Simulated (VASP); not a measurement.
# SnO2 (P4_2/mnm) in VASP: further runs

SnO2 is run at these levels: PBE; tasks: single point, relaxation of cell and atoms.

Program: VASP 6.6.1. These are calculated values, not measurements. Logs are shortened: lines on timing, memory, paths and dates and some standing lists are left out, and cuts for length are marked.

## Step 1: The cell of the first run

The structure is tetragonal, space group P4_2/mnm (No. 136). Conventional cell: a = 4.828 Å, b = 4.828 Å, c = 3.238 Å, α = 90.00°, β = 90.00°, γ = 90.00°. Within 2.8 Å of Sn (site symmetry mmm) lie 6 O at 2.09 Å. Within 2.8 Å of O (site symmetry m2m) lie 3 Sn at 2.09 Å and 1 O at 2.64 Å.

## Step 2: Single point, PBE

Contents of INCAR:

```
  PREC = Accurate
  ENCUT = 520
  EDIFF = 1E-6
  ISMEAR = 0
  SIGMA = 0.01
  LREAL = False
  LASPH = True
  NELM = 60
  ALGO = Normal
  ISIF = 2
  LWAVE = False
  LCHARG = False
  GGA = PE
  NBANDS = 35
```

Contents of KPOINTS:

```
regular mesh
0
Gamma
  6 6 9
```

Contents of POSCAR:

```
SnO2
1.0
    4.8279856359      0.0000000000      0.0000000000
    0.0000000000      4.8279856359      0.0000000000
    0.0000000000      0.0000000000      3.2377716702
Sn O
2 4
Direct
    0.0000000000      0.0000000000      0.0000000000
    0.5000000000      0.5000000000      0.5000000000
    0.3065891006      0.3065891006      0.0000000000
    0.1934108994      0.8065891006      0.5000000000
    0.6934108994      0.6934108994      0.0000000000
    0.8065891006      0.1934108994      0.5000000000
```

Potentials or basis: VASP PAW PBE potentials, release 64 (Sn_d, O).

Command:

```console
> cat potpaw_PBE.64/Sn_d/POTCAR potpaw_PBE.64/O/POTCAR > POTCAR
> mpirun -np 1 vasp_std > vasp.out
```

OUTCAR:

```text
PREC = Accurate
   ENCUT = 520
   EDIFF = 1E-6
   ISMEAR = 0
   LREAL = False
   LASPH = True
   NELM = 60
   ISIF = 2
   GGA = PE

 ion  position               nearest neighbor table
   1  0.000  0.000  0.000-   4 2.09   6 2.09   4 2.09   6 2.09   5 2.09   3 2.09
   2  0.500  0.500  0.500-   3 2.09   5 2.09   3 2.09   5 2.09   4 2.09   6 2.09
   3  0.307  0.307  0.000-   2 2.09   2 2.09   1 2.09
   4  0.193  0.807  0.500-   1 2.09   1 2.09   2 2.09
   5  0.693  0.693  0.000-   2 2.09   2 2.09   1 2.09
   6  0.807  0.193  0.500-   1 2.09   1 2.09   2 2.09

  LATTYP: Found a simple tetragonal cell.
 ALAT       =     4.8279856359
 C/A-ratio  =     0.6706257877

  Lattice vectors:

 A1 = (   4.8279856359,   0.0000000000,   0.0000000000)
 A2 = (   0.0000000000,   4.8279856359,   0.0000000000)
 A3 = (   0.0000000000,   0.0000000000,   3.2377716702)

Analysis of symmetry for initial positions (statically):
=====================================================================
 Subroutine PRICEL returns:
 Original cell was already a primitive cell.

 Routine SETGRP: Setting up the symmetry group for a
 simple tetragonal supercell.

 Subroutine GETGRP returns: Found 16 space group operations
 (whereof  8 operations were pure point group operations)
 out of a pool of 16 trial point group operations.

The static configuration has the point symmetry D_2h.
 The point group associated with its full space group is D_4h.

Analysis of symmetry for dynamics (positions and initial velocities):
=====================================================================
 Subroutine PRICEL returns:
 Original cell was already a primitive cell.

 Routine SETGRP: Setting up the symmetry group for a
 simple tetragonal supercell.

 Subroutine GETGRP returns: Found 16 space group operations
 (whereof  8 operations were pure point group operations)
 out of a pool of 16 trial point group operations.

The dynamic configuration has the point symmetry D_2h.
 The point group associated with its full space group is D_4h.

 Subroutine INISYM returns: Found 16 space group operations
 (whereof  8 operations are pure point group operations),
 and found     1 'primitive' translations

----------------------------------------------------------------------------------------

                                     Primitive cell

  volume of cell :      75.4707

  direct lattice vectors                    reciprocal lattice vectors
     4.827985636  0.000000000  0.000000000     0.207125720  0.000000000  0.000000000
     0.000000000  4.827985636  0.000000000     0.000000000  0.207125720  0.000000000
     0.000000000  0.000000000  3.237771670     0.000000000  0.000000000  0.308854392

  length of vectors
     4.827985636  4.827985636  3.237771670     0.207125720  0.207125720  0.308854392

  position of ions in fractional coordinates (direct lattice)
     0.000000000  0.000000000  0.000000000
     0.500000000  0.500000000  0.500000000
     0.306589101  0.306589101  0.000000000
     0.193410899  0.806589101  0.500000000
     0.693410899  0.693410899  0.000000000
     0.806589101  0.193410899  0.500000000

  ion indices of the primitive-cell ions
   primitive index   ion index
                 1           1
                 2           2
                 3           3
                 4           4
                 5           5
                 6           6

----------------------------------------------------------------------------------------

 KPOINTS: regular mesh

Automatic generation of k-mesh.
 Grid dimensions read from file:
 generate k-points for:    6    6    9

 Generating k-lattice:

  Cartesian coordinates                     Fractional coordinates (reciprocal lattice)
     0.034520953  0.000000000  0.000000000     0.166666667  0.000000000  0.000000000
     0.000000000  0.034520953  0.000000000     0.000000000  0.166666667  0.000000000
     0.000000000  0.000000000  0.034317155     0.000000000  0.000000000  0.111111111

  Length of vectors
     0.034520953  0.034520953  0.034317155

  Shift w.r.t. Gamma in fractional coordinates (k-lattice)
     0.000000000  0.000000000  0.000000000

 Subroutine IBZKPT returns following result:
 ===========================================

 Found     50 irreducible k-points:

 Following reciprocal coordinates:
            Coordinates               Weight
  0.000000  0.000000  0.000000      1.000000
  0.166667  0.000000  0.000000      4.000000
  0.333333  0.000000  0.000000      4.000000
  0.500000  0.000000  0.000000      2.000000
  0.166667  0.166667  0.000000      4.000000
  0.333333  0.166667  0.000000      8.000000
[... 16 lines left out ...]
  0.333333  0.000000  0.222222      8.000000
  0.500000  0.000000  0.222222      4.000000
 [... further k-points ...]
   k-points           NKPTS =     50   k-points in BZ     NKDIM =     50   number of bands    NBANDS=     35
   number of dos      NEDOS =    301   number of ions     NIONS =      6
   total plane-waves  NPLWV =  31104
   dimension x,y,z NGX =    36 NGY =   36 NGZ =   24
   dimension x,y,z NGXF=    72 NGYF=   72 NGZF=   48
   ions per type =               2   4
   NGX,Y,Z   is equivalent  to a cutoff of  12.40, 12.40, 12.32 a.u.
   NGXF,Y,Z  is equivalent  to a cutoff of  24.79, 24.79, 24.65 a.u.
 SYSTEM =  unknown system
   PREC   = accura    normal or accurate (medium, high low for compatibility)
   ISTART =      0    job   : 0-new  1-cont  2-samecut
   ICHARG =      2    charge: 1-file 2-atom 10-const
   ISPIN  =      1    spin polarized calculation?
   LNONCOLLINEAR =      F non collinear calculations
   LSORBIT =      F    spin-orbit coupling
   LASPH  =      T    aspherical Exc in radial PAW
   ENCUT  =  520.0 eV  38.22 Ry    6.18 a.u.   8.98  8.98  6.02*2*pi/ulx,y,z
   NELM   =     60;   NELMIN=  2; NELMDL= -5     # of ELM steps
   EDIFF  = 0.1E-05   stopping-criterion for ELM
   LREAL  =      F    real-space projection
   EDIFFG = 0.1E-04   stopping-criterion for IOM
   NSW    =      0    number of steps for IOM
   IBRION =     -1    ionic relax: 0-MD 1-quasi-New 2-CG
   NFREE  =      0    steps in history (QN), initial steepest desc. (CG)
   ISIF   =      2    stress and relaxation
   ISYM   =      2    0-nonsym 1-usesym 2-fastsym
   POTIM  = 0.5000    time-step for ionic-motion
   TEBEG  =    0.0;   TEEND  =   0.0 temperature during run
   PSTRESS=    0.0 pullay stress
   NELECT =      52.0000    total number of electrons
   NUPDOWN=      -1.0000    fix difference up-down
   EMIN   =  10.00;   EMAX   =-10.00  energy-range for DOS
   EFERMI =   0.00;   METHOD = LEGACY
   ISMEAR =     0;   SIGMA  =   0.01  broadening in eV -4-tet -1-fermi 0-gaus
   EFERMI_NEDOS =   21; number of points for ismear=-14 and -15
   IALGO  =     38    algorithm
   IMIX   =      4    mixing-type and parameters
     AMIX     =   0.40;   BMIX     =  1.00
     AMIX_MAG =   1.60;   BMIX_MAG =  1.00
  volume/ion in A,a.u.               =      12.58        84.88
  Fermi-wavevector in a.u.,A,eV,Ry     =   1.445939  2.732428 28.446229  2.090739
  Thomas-Fermi vector in A             =   2.564064
   LORBIT       =      0    0 simple, 1 ext, 2 COOP (PROOUT), +10 PAW based schemes
   GGA     = PE    functional components
   LHFCALC =     F    Hartree Fock is set to
   AEXX    =    0.0000 exact exchange contribution
   IVDW    =     0    specifies the selected vdW correction
   LEPSILON=     F    determine dielectric tensor
   LRPA    =     F    only Hartree local field effects (RPA)
 non-spin polarized calculation
 Gauss-broadening in eV      SIGMA  =   0.01
  energy-cutoff  :      520.00
  volume of cell :       75.47
 maximum number of plane-waves:      2060
 NGX is ok and might be reduce to    36
   NGX = 17   NGY = 17   NGZ = 13

 number of electron      52.0000002 magnetization

 Free energy of the ion-electron system (eV)
  ---------------------------------------------------
  ext. energy  EPLUGINS =         0.00000000
  ---------------------------------------------------
  free energy    TOTEN  =       -37.31112462 eV

  energy without entropy =      -37.31112462  energy(sigma->0) =      -37.31112462

 E-fermi :   5.6628     XC(G=0): -10.9752

 val. band max:        5.5298687635   @ k =   0.0000   0.0000   0.0000
 cond. band min:       6.1987559997   @ k =   0.0000   0.0000   0.0000
 fundamental gap:      0.6688872362
 Fermi energy:         5.6627554524

 k-point     1 :       0.0000    0.0000    0.0000
  band No.  band energies     occupation
      1     -15.5055      2.00000
      2     -14.8419      2.00000
      3     -14.6482      2.00000
      4     -14.6210      2.00000
      5     -14.6210      2.00000
      6     -14.5550      2.00000
[... 27 lines left out ...]
     34      17.0089      0.00000
     35      17.7814      0.00000

 k-point     2 :       0.1667    0.0000    0.0000
  band No.  band energies     occupation
      1     -15.4682      2.00000
      2     -14.8838      2.00000
      3     -14.6474      2.00000
      4     -14.6195      2.00000
      5     -14.6195      2.00000
      6     -14.5835      2.00000
[... 27 lines left out ...]
     34      17.1106      0.00000
     35      17.7859      0.00000

 k-point     3 :       0.3333    0.0000    0.0000
  band No.  band energies     occupation
      1     -15.3603      2.00000
      2     -15.0168      2.00000
      3     -14.6447      2.00000
      4     -14.6215      2.00000
      5     -14.6165      2.00000
      6     -14.6164      2.00000
[... 27 lines left out ...]
     34      17.4730      0.00000
     35      17.7668      0.00000
[... 723 lines left out ...]
 k-point    23 :       0.3333    0.0000    0.2222
  band No.  band energies     occupation
      1     -15.2629      2.00000
      2     -15.0966      2.00000
      3     -14.8505      2.00000
      4     -14.7040      2.00000
      5     -14.5688      2.00000
      6     -14.5562      2.00000
[... 27 lines left out ...]
     34      17.4761      0.00000
     35      17.7209      0.00000

 k-point    24 :       0.5000    0.0000    0.2222
  band No.  band energies     occupation
      1     -15.1932      2.00000
      2     -15.1932      2.00000
      3     -14.7707      2.00000
      4     -14.7707      2.00000
      5     -14.5612      2.00000
      6     -14.5612      2.00000
[... 27 lines left out ...]
     34      17.5468      0.00000
     35      17.8277      0.00000

 [... further k-points ...]

------------------------ aborting loop because EDIFF is reached ----------------------------------------

  FORCE on cell =-STRESS in cart. coord.  units (eV):
  Direction    XX          YY          ZZ          XY          YZ          ZX
  --------------------------------------------------------------------------------------
  -------------------------------------------------------------------------------------
  Total        0.2314330      0.2314330      0.3876706     -0.0000000      0.0000000      0.0000000
  in kB        4.9131248      4.9131248      8.2299131     -0.0000000      0.0000000      0.0000000
  external PRESSURE =       6.0187209 kB  Pullay stress =       0.0000000 kB

 VOLUME and BASIS-vectors are now :
 -----------------------------------------------------------------------------
  energy-cutoff  :      520.00
  volume of cell :       75.47
      direct lattice vectors                 reciprocal lattice vectors
     4.827985636  0.000000000  0.000000000     0.207125720  0.000000000  0.000000000
     0.000000000  4.827985636  0.000000000     0.000000000  0.207125720  0.000000000
     0.000000000  0.000000000  3.237771670     0.000000000  0.000000000  0.308854392

 POSITION                                       TOTAL-FORCE (eV/Angst)
 -----------------------------------------------------------------------------------
      0.00000      0.00000      0.00000        -0.000000      0.000000     -0.000000
      2.41399      2.41399      1.61889        -0.000000      0.000000     -0.000000
      1.48021      1.48021      0.00000        -0.012911     -0.012911     -0.000000
      0.93379      3.89420      1.61889         0.012911     -0.012911     -0.000000
      3.34778      3.34778      0.00000         0.012911      0.012911      0.000000
      3.89420      0.93379      1.61889        -0.012911      0.012911      0.000000
 -----------------------------------------------------------------------------------
    total drift:                                0.000000      0.000000      0.000000

  FREE ENERGIE OF THE ION-ELECTRON SYSTEM (eV)
  ---------------------------------------------------
  free  energy   TOTEN  =       -37.3111246206 eV

  energy  without entropy=      -37.3111246206  energy(sigma->0) =      -37.31112462
```

Run time: 73 s. Hardware: 1 thread of Intel Xeon Platinum 8488C (Sapphire Rapids), shared host; peak memory 0.24 GiB.

Results:

- Free energy: -37.3111 eV
- Pressure: 0.6 GPa
- Largest force: 0.018 eV/Å
- Band gap on the k mesh: 0.67 eV

Forces in eV/Å, atoms in the order of the input:
```
Sn   0.000  0.000  0.000
Sn   0.000  0.000  0.000
O   -0.013 -0.013  0.000
O    0.013 -0.013  0.000
O    0.013  0.013  0.000
O   -0.013  0.013  0.000
```

Caveat: spin-orbit coupling is left out, which moves the levels of the heavy elements.

## Step 3: Relaxation of cell and atoms, PBE

This run uses another cell than the first one, of 11.92 Å³/atom.

Contents of INCAR:

```
ALGO = Normal
EDIFF = 1E-7
EDIFFG = -0.001
ENCUT = 600
GGA = PE
IBRION = 2
ISIF = 3
ISMEAR = 0
LASPH = True
LCHARG = False
LREAL = False
LWAVE = False
NELM = 80
NSW = 80
PREC = Accurate
SIGMA = 0.01
```

Contents of KPOINTS:

```
k-points
0
Gamma
  6 6 9
```

Contents of POSCAR:

```
SnO2
1.0
    4.7380000000      0.0000000000      0.0000000000
    0.0000000000      4.7380000000      0.0000000000
    0.0000000000      0.0000000000      3.1865000000
Sn O
2 4
Direct
    0.0000000000      0.0000000000      0.0000000000
    0.5000000000      0.5000000000      0.5000000000
    0.3071000000      0.3071000000      0.0000000000
    0.1929000000      0.8071000000      0.5000000000
    0.6929000000      0.6929000000      0.0000000000
    0.8071000000      0.1929000000      0.5000000000
```

Potentials or basis: VASP PAW PBE potentials, release 64 (Sn_d, O).

Command:

```console
> cat potpaw_PBE.64/Sn_d/POTCAR potpaw_PBE.64/O/POTCAR > POTCAR
> mpirun -np 1 vasp_std > vasp.out
```

It took 10 min on 1 thread of Intel Xeon Platinum 8488C (Sapphire Rapids), shared host; peak memory 0.28 GiB.

Results (log left out):

- Free energy: -37.3118 eV
- Relaxed volume: 12.61 Å³/atom
- Relaxed cell: a = 4.830 Å, b = 4.830 Å, c = 3.242 Å, α = 90.00°, β = 90.00°, γ = 90.00°
- Space group after relaxing (to 0.1 Å): P4_2/mnm (No. 136)
- Energy gained by relaxing: 23.7 meV/atom
- Ionic steps: 10
- Pressure after relaxing: 0.0 GPa
- Band gap on the k mesh: 0.64 eV

Step by step:
| step | energy change (eV) | largest force (eV/Å) | pressure (GPa) | volume (Å³) |
| --- | --- | --- | --- | --- |
| 1 | 0.0000 | 0.2935 | 11.60 | 71.53 |
| 2 | 0.0634 | 0.3610 | -10.55 | 80.85 |
| 3 | -0.1403 | 0.0639 | 0.00 | 75.51 |
| 4 | -0.1403 | 0.0581 | 0.20 | 75.43 |
| 5 | -0.1420 | 0.0040 | 0.09 | 75.57 |
| 6 | -0.1421 | 0.0185 | 0.04 | 75.63 |
| 7 | -0.1422 | 0.0021 | -0.05 | 75.67 |
| 8 | -0.1422 | 0.0013 | -0.05 | 75.67 |
| 9 | -0.1422 | 0.0009 | 0.04 | 75.64 |
| 10 | -0.1422 | 0.0001 | 0.01 | 75.65 |

Final structure:
```
Sn O
1.0
     4.83042    0.00000    0.00000
     0.00000    4.83042    0.00000
     0.00000    0.00000    3.24215
Sn O
2 4
Cartesian
  0.0000 0.0000 0.0000
  2.4152 2.4152 1.6211
  1.4807 1.4807 0.0000
  0.9345 3.8959 1.6211
  3.3497 3.3497 0.0000
  3.8959 0.9345 1.6211
```

Levels at points of the mesh, in eV from the valence-band top:
| k point | band 22 | band 23 | band 24 | band 25 | band 26 | band 27 | band 28 | band 29 | band 30 | band 31 |
| --- | --- | --- | --- | --- | --- | --- | --- | --- | --- | --- |
| (0.00, 0.00, 0.00) | -1.26 | -1.26 | -0.74 | -0.74 | 0.00 | 0.64 | 5.66 | 6.04 | 6.04 | 10.09 |
| (0.50, 0.00, 0.00) | -1.89 | -1.21 | -1.21 | -0.60 | -0.60 | 3.85 | 3.85 | 6.79 | 6.79 | 10.38 |
| (0.50, 0.50, 0.00) | -1.87 | -1.33 | -1.33 | -0.85 | -0.85 | 4.24 | 4.24 | 7.13 | 7.13 | 10.46 |

Caveat: spin-orbit coupling is left out, which moves the levels of the heavy elements.
